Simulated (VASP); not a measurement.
Write the native input for VASP 6.6.1 that does the following.

* Task: single point
* Functional: LDA
* Potentials or basis: VASP PAW PBE potentials, release 64 (Gd)
* Cutoff: 520 eV
* k mesh: 10 × 10 × 10
* Occupations: fermi-dirac, width 0.15 eV
* Spin: collinear spin, ferromagnetic start
* Starting moments: [7.0] μB
* Dipole correction: no
* Further INCAR settings: ALGO = Normal; EDIFF = 1e-06; NBANDS = 19

The structure of Gd lies in POSCAR:

```
Gd
1.0
    0.0000000000      2.5858190000      2.5858190000
    2.5858190000      0.0000000000      2.5858190000
    2.5858190000      2.5858190000      0.0000000000
Gd
1
Direct
    0.0000000000      0.0000000000      0.0000000000
```

This isn't the form of Gd at room conditions, which is hcp.

One way to write it, as run:

INCAR

```
SYSTEM = Gd
  ALGO = Normal
  EDIFF = 1E-6
  ENCUT = 520
  GGA = CA
  ISIF = 2
  ISMEAR = -1
  ISPIN = 2
  LASPH = .True.
  LCHARG = .False.
  LMAXMIX = 6
  LORBIT = 11
  LREAL = .False.
  LWAVE = .False.
  MAGMOM = 7
  NBANDS = 19
  NELM = 150
  PREC = Accurate
  SIGMA = 0.15
```

KPOINTS

```
k-points
0
Gamma
  10 10 10
  0 0 0
```

Potentials or basis: VASP PAW PBE potentials, release 64 (Gd).

Launch:

```sh
$ cat potpaw_PBE.64/Gd/POTCAR > POTCAR
$ mpirun -np 1 vasp_std > vasp.out
```

It gave:

| Item | Value |
| --- | --- |
| Pressure | -4.3 GPa |
| Net moment | 7.23 μB per cell |
| Site moments | Gd +6.80 μB |
| Valence electrons inside the program's atomic spheres | Gd 15.21 |

Caveat: the cell stands under tension; the PAW data sets were made with another functional, which shifts forces and pressure a little.

Wall time 3.5 min on 1 thread of Intel Xeon 8259CL, with other jobs on the host, peak memory 0.19 GiB.
